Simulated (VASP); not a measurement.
# CsCl (Pm-3m) in VASP: a series of runs

CsCl is run at these levels: r2SCAN; tasks: single point.

Program: VASP 6.6.1. These are calculated values, not measurements. Logs are shortened: lines on timing, memory, paths and dates and some standing lists are left out, and cuts for length are marked.

## Step 1: The cell of the first run

The structure is cubic, space group Pm-3m (No. 221). Conventional cell: a = 4.167 Å, b = 4.167 Å, c = 4.167 Å, α = 90.00°, β = 90.00°, γ = 90.00°. Cs (site symmetry m-3m) has 8 Cl at 3.61 Å and 6 Cs at 4.17 Å within 4.7 Å. Within 4.7 Å of Cl (site symmetry m-3m) lie 8 Cs at 3.61 Å and 6 Cl at 4.17 Å.

## Step 2: Single point, r2SCAN

POSCAR reads:

```
CsCl
1.0
    4.1673869900      0.0000000000      0.0000000000
    0.0000000000      4.1673869900      0.0000000000
    0.0000000000      0.0000000000      4.1673869900
Cs Cl
1 1
Direct
    0.0000000000      0.0000000000      0.0000000000
    0.5000000000      0.5000000000      0.5000000000
```

INCAR.step1 reads:

```
PREC     = Accurate       # precision mode
ENCUT    = 550            # plane-wave cutoff, eV
ISMEAR   = -1             # smearing method
SIGMA    = 0.02           # smearing width, eV
LREAL    = F              # projectors in reciprocal space
LASPH    = T              # aspherical terms in the spheres
NELM     = 120            # most SCF steps
NBANDS   = 15             # bands
GGA      = PE             # functional
ALGO     = Normal         # electronic algorithm
EDIFF    = 1E-5           # SCF threshold, eV
LWAVE    = T              # write WAVECAR
LCHARG   = F              # write CHGCAR
GGA_COMPAT= F
```

INCAR.step2 reads:

```
PREC     = Accurate       # precision mode
ENCUT    = 550            # plane-wave cutoff, eV
EDIFF    = 1E-6           # SCF threshold, eV
ISMEAR   = -1             # smearing method
SIGMA    = 0.02           # smearing width, eV
LREAL    = F              # projectors in reciprocal space
LASPH    = T              # aspherical terms in the spheres
NELM     = 120            # most SCF steps
ALGO     = Normal         # electronic algorithm
ISIF     = 2              # what is computed and relaxed
LWAVE    = F              # write WAVECAR
LCHARG   = F              # write CHGCAR
METAGGA  = R2SCAN         # meta-GGA
LMIXTAU  = T            
NBANDS   = 15             # bands
ISTART   = 1            
GGA_COMPAT= F
```

KPOINTS reads:

```
Automatic mesh
0
Gamma
  8 8 8
```

Potentials or basis: VASP PAW PBE potentials, release 64 (Cs_sv, Cl).

Started as:

```
$ cat potpaw_PBE.64/Cs_sv/POTCAR potpaw_PBE.64/Cl/POTCAR > POTCAR
$ cp INCAR.step1 INCAR
$ mpirun -np 1 vasp_std > vasp.out
$ cp INCAR.step2 INCAR
$ mpirun -np 1 vasp_std > vasp.out
```

OUTCAR:

```text
PREC = Accurate
   ENCUT = 550
   EDIFF = 1E-6
   ISMEAR = -1
   LREAL = F
   LASPH = T
   NELM = 120
   ISIF = 2
   METAGGA = R2SCAN
   ISTART = 1

 ion  position               nearest neighbor table
   1  0.000  0.000  0.000-
   2  0.500  0.500  0.500-

  LATTYP: Found a simple cubic cell.
 ALAT       =     4.1673869900

  Lattice vectors:

 A1 = (   4.1673869900,   0.0000000000,   0.0000000000)
 A2 = (   0.0000000000,   4.1673869900,   0.0000000000)
 A3 = (   0.0000000000,   0.0000000000,   4.1673869900)

Analysis of symmetry for initial positions (statically):
=====================================================================
 Subroutine PRICEL returns:
 Original cell was already a primitive cell.

 Routine SETGRP: Setting up the symmetry group for a
 simple cubic supercell.

 Subroutine GETGRP returns: Found 48 space group operations
 (whereof 48 operations were pure point group operations)
 out of a pool of 48 trial point group operations.

The static configuration has the point symmetry O_h .

Analysis of symmetry for dynamics (positions and initial velocities):
=====================================================================
 Subroutine PRICEL returns:
 Original cell was already a primitive cell.

 Routine SETGRP: Setting up the symmetry group for a
 simple cubic supercell.

 Subroutine GETGRP returns: Found 48 space group operations
 (whereof 48 operations were pure point group operations)
 out of a pool of 48 trial point group operations.

The dynamic configuration has the point symmetry O_h .

 Subroutine INISYM returns: Found 48 space group operations
 (whereof 48 operations are pure point group operations),
 and found     1 'primitive' translations

----------------------------------------------------------------------------------------

                                     Primitive cell

  volume of cell :      72.3755

  direct lattice vectors                    reciprocal lattice vectors
     4.167386990  0.000000000  0.000000000     0.239958517  0.000000000  0.000000000
     0.000000000  4.167386990  0.000000000     0.000000000  0.239958517  0.000000000
     0.000000000  0.000000000  4.167386990     0.000000000  0.000000000  0.239958517

  length of vectors
     4.167386990  4.167386990  4.167386990     0.239958517  0.239958517  0.239958517

  position of ions in fractional coordinates (direct lattice)
     0.000000000  0.000000000  0.000000000
     0.500000000  0.500000000  0.500000000

  ion indices of the primitive-cell ions
   primitive index   ion index
                 1           1
                 2           2

----------------------------------------------------------------------------------------

 KPOINTS: Automatic mesh

Automatic generation of k-mesh.
 Grid dimensions read from file:
 generate k-points for:    8    8    8

 Generating k-lattice:

  Cartesian coordinates                     Fractional coordinates (reciprocal lattice)
     0.029994815  0.000000000  0.000000000     0.125000000  0.000000000  0.000000000
     0.000000000  0.029994815  0.000000000     0.000000000  0.125000000  0.000000000
     0.000000000  0.000000000  0.029994815     0.000000000  0.000000000  0.125000000

  Length of vectors
     0.029994815  0.029994815  0.029994815

  Shift w.r.t. Gamma in fractional coordinates (k-lattice)
     0.000000000  0.000000000  0.000000000

 Subroutine IBZKPT returns following result:
 ===========================================

 Found     35 irreducible k-points:

 Following reciprocal coordinates:
            Coordinates               Weight
  0.000000  0.000000  0.000000      1.000000
  0.125000  0.000000  0.000000      6.000000
  0.250000  0.000000  0.000000      6.000000
  0.375000  0.000000  0.000000      6.000000
  0.500000  0.000000  0.000000      3.000000
  0.125000  0.125000  0.000000     12.000000
[... 16 lines left out ...]
  0.375000  0.375000  0.125000     24.000000
  0.500000  0.375000  0.125000     24.000000
 [... further k-points ...]
   k-points           NKPTS =     35   k-points in BZ     NKDIM =     35   number of bands    NBANDS=     15
   number of dos      NEDOS =    301   number of ions     NIONS =      2
   total plane-waves  NPLWV =  32768
   dimension x,y,z NGX =    32 NGY =   32 NGZ =   32
   dimension x,y,z NGXF=    64 NGYF=   64 NGZF=   64
   ions per type =               1   1
   NGX,Y,Z   is equivalent  to a cutoff of  12.77, 12.77, 12.77 a.u.
   NGXF,Y,Z  is equivalent  to a cutoff of  25.53, 25.53, 25.53 a.u.
 SYSTEM =  unknown system
   PREC   = accura    normal or accurate (medium, high low for compatibility)
   ISTART =      1    job   : 0-new  1-cont  2-samecut
   ICHARG =      0    charge: 1-file 2-atom 10-const
   ISPIN  =      1    spin polarized calculation?
   LNONCOLLINEAR =      F non collinear calculations
   LSORBIT =      F    spin-orbit coupling
   LASPH  =      T    aspherical Exc in radial PAW
   ENCUT  =  550.0 eV  40.42 Ry    6.36 a.u.   7.97  7.97  7.97*2*pi/ulx,y,z
   NELM   =    120;   NELMIN=  2; NELMDL=  0     # of ELM steps
   EDIFF  = 0.1E-05   stopping-criterion for ELM
   LREAL  =      F    real-space projection
   EDIFFG = 0.1E-04   stopping-criterion for IOM
   NSW    =      0    number of steps for IOM
   IBRION =     -1    ionic relax: 0-MD 1-quasi-New 2-CG
   NFREE  =      0    steps in history (QN), initial steepest desc. (CG)
   ISIF   =      2    stress and relaxation
   ISYM   =      2    0-nonsym 1-usesym 2-fastsym
   POTIM  = 0.5000    time-step for ionic-motion
   TEBEG  =    0.0;   TEEND  =   0.0 temperature during run
   PSTRESS=    0.0 pullay stress
   NELECT =      16.0000    total number of electrons
   NUPDOWN=      -1.0000    fix difference up-down
   EMIN   =  10.00;   EMAX   =-10.00  energy-range for DOS
   EFERMI =   0.00;   METHOD = LEGACY
   ISMEAR =    -1;   SIGMA  =   0.02  broadening in eV -4-tet -1-fermi 0-gaus
   EFERMI_NEDOS =   21; number of points for ismear=-14 and -15
   IALGO  =     38    algorithm
   IMIX   =      4    mixing-type and parameters
     AMIX     =   0.40;   BMIX     =  1.00
     AMIX_MAG =   1.60;   BMIX_MAG =  1.00
  volume/ion in A,a.u.               =      36.19       244.21
  Fermi-wavevector in a.u.,A,eV,Ry     =   0.989884  1.870610 13.331947  0.979870
  Thomas-Fermi vector in A             =   2.121515
   LORBIT       =      0    0 simple, 1 ext, 2 COOP (PROOUT), +10 PAW based schemes
   METAGGA = R2SCAN    functional components
   LHFCALC =     F    Hartree Fock is set to
   AEXX    =    0.0000 exact exchange contribution
   IVDW    =     0    specifies the selected vdW correction
   LEPSILON=     F    determine dielectric tensor
   LRPA    =     F    only Hartree local field effects (RPA)
 non-spin polarized calculation
  energy-cutoff  :      550.00
  volume of cell :       72.38
 maximum number of plane-waves:      2176
 NGX is ok and might be reduce to    32
   NGX = 15   NGY = 15   NGZ = 15

 number of electron      15.9999996 magnetization

 Free energy of the ion-electron system (eV)
  ---------------------------------------------------
  ext. energy  EPLUGINS =         0.00000000
  ---------------------------------------------------
  free energy    TOTEN  =       -35.52422026 eV

  energy without entropy =      -35.52422026  energy(sigma->0) =      -35.52422026

 E-fermi :  -0.3506     XC(G=0):  -8.5181

 val. band max:       -0.8546068748   @ k =   0.0000   0.0000   0.0000
 cond. band min:       5.0446553445   @ k =   0.0000   0.0000   0.0000
 fundamental gap:      5.8992622192
 Fermi energy:        -0.3505687243

 k-point     1 :       0.0000    0.0000    0.0000
  band No.  band energies     occupation
      1     -20.7856      2.00000
      2     -13.5401      2.00000
      3      -6.9165      2.00000
      4      -6.9165      2.00000
      5      -6.9165      2.00000
      6      -0.8546      2.00000
      7      -0.8546      2.00000
      8      -0.8546      2.00000
      9       5.0447      0.00000
     10       5.0705      0.00000
     11       5.0705      0.00000
     12       9.7771      0.00000
     13       9.7771      0.00000
     14       9.7771      0.00000
     15      12.9107      0.00000

 k-point     2 :       0.1250    0.0000    0.0000
  band No.  band energies     occupation
      1     -20.7746      2.00000
      2     -13.5447      2.00000
      3      -6.9985      2.00000
      4      -6.8984      2.00000
      5      -6.8984      2.00000
      6      -1.0449      2.00000
      7      -0.8838      2.00000
      8      -0.8838      2.00000
      9       5.1751      0.00000
     10       5.3696      0.00000
     11       5.4671      0.00000
     12       9.6410      0.00000
     13       9.6410      0.00000
     14       9.8643      0.00000
     15      11.9810      0.00000

 k-point     3 :       0.2500    0.0000    0.0000
  band No.  band energies     occupation
      1     -20.7478      2.00000
      2     -13.5567      2.00000
      3      -7.1836      2.00000
      4      -6.8538      2.00000
      5      -6.8538      2.00000
      6      -1.4516      2.00000
      7      -0.9562      2.00000
      8      -0.9562      2.00000
      9       5.4686      0.00000
     10       6.1240      0.00000
     11       6.5516      0.00000
     12       9.4002      0.00000
     13       9.4002      0.00000
     14      10.1028      0.00000
     15      10.5959      0.00000

 k-point     4 :       0.3750    0.0000    0.0000
  band No.  band energies     occupation
      1     -20.7206      2.00000
      2     -13.5704      2.00000
      3      -7.3522      2.00000
      4      -6.8080      2.00000
      5      -6.8080      2.00000
      6      -1.8059      2.00000
      7      -1.0311      2.00000
      8      -1.0311      2.00000
      9       5.8592      0.00000
     10       6.9234      0.00000
     11       7.8930      0.00000
     12       9.2547      0.00000
     13       9.2547      0.00000
     14       9.4916      0.00000
     15      10.3998      0.00000
[... 307 lines left out ...]
 k-point    22 :       0.5000    0.2500    0.1250
  band No.  band energies     occupation
      1     -20.6678      2.00000
      2     -13.5049      2.00000
      3      -7.5214      2.00000
      4      -7.2213      2.00000
      5      -6.8731      2.00000
      6      -1.5734      2.00000
      7      -1.3075      2.00000
      8      -0.9958      2.00000
      9       6.5050      0.00000
     10       6.7747      0.00000
     11       7.8847      0.00000
     12       8.2005      0.00000
     13       8.7900      0.00000
     14      10.3591      0.00000
     15      11.7759      0.00000

 k-point    23 :       0.3750    0.3750    0.1250
  band No.  band energies     occupation
      1     -20.6547      2.00000
      2     -13.4785      2.00000
      3      -7.5078      2.00000
      4      -7.4431      2.00000
      5      -6.8530      2.00000
      6      -1.4609      2.00000
      7      -1.3119      2.00000
      8      -1.0479      2.00000
      9       6.2977      0.00000
     10       6.4589      0.00000
     11       7.9370      0.00000
     12       8.1675      0.00000
     13       9.4121      0.00000
     14      10.0809      0.00000
     15      12.1194      0.00000

 k-point    24 :       0.5000    0.3750    0.1250
  band No.  band energies     occupation
      1     -20.6449      2.00000
      2     -13.4649      2.00000
      3      -7.5777      2.00000
      4      -7.4951      2.00000
      5      -6.8377      2.00000
      6      -1.4244      2.00000
      7      -1.3620      2.00000
      8      -1.0379      2.00000
      9       6.2306      0.00000
     10       6.2752      0.00000
     11       7.9161      0.00000
     12       7.9358      0.00000
     13       9.8776      0.00000
     14      11.1128      0.00000
     15      12.2538      0.00000

 [... further k-points ...]

------------------------ aborting loop because EDIFF is reached ----------------------------------------

  FORCE on cell =-STRESS in cart. coord.  units (eV):
  Direction    XX          YY          ZZ          XY          YZ          ZX
  --------------------------------------------------------------------------------------
  -------------------------------------------------------------------------------------
  Total       -0.1383855     -0.1383855     -0.1383855     -0.0000000     -0.0000000      0.0000000
  in kB       -3.0634416     -3.0634416     -3.0634416     -0.0000000     -0.0000000      0.0000000
  external PRESSURE =      -3.0634416 kB  Pullay stress =       0.0000000 kB

 VOLUME and BASIS-vectors are now :
 -----------------------------------------------------------------------------
  energy-cutoff  :      550.00
  volume of cell :       72.38
      direct lattice vectors                 reciprocal lattice vectors
     4.167386990  0.000000000  0.000000000     0.239958517  0.000000000  0.000000000
     0.000000000  4.167386990  0.000000000     0.000000000  0.239958517  0.000000000
     0.000000000  0.000000000  4.167386990     0.000000000  0.000000000  0.239958517

 POSITION                                       TOTAL-FORCE (eV/Angst)
 -----------------------------------------------------------------------------------
      0.00000      0.00000      0.00000         0.000000      0.000000      0.000000
      2.08369      2.08369      2.08369         0.000000      0.000000      0.000000
 -----------------------------------------------------------------------------------
    total drift:                                0.000000      0.000000     -0.000000

  FREE ENERGIE OF THE ION-ELECTRON SYSTEM (eV)
  ---------------------------------------------------
  free  energy   TOTEN  =       -35.5242202589 eV

  energy  without entropy=      -35.5242202589  energy(sigma->0) =      -35.52422026
```

It took 38 s on 1 thread of Intel Xeon 6975P-C (Granite Rapids), shared host; peak memory 0.2 GiB.

What came out:

```
Free energy            : -35.5242 eV
Pressure               : -0.3 GPa
Band gap on the k mesh : 5.90 eV
```

Caveat: the PAW data sets were made with another functional, which shifts forces and pressure a little; spin-orbit coupling is left out, which moves the levels of the heavy elements. A k mesh can miss the band edges.

(Part 1 of 2 ends here.)
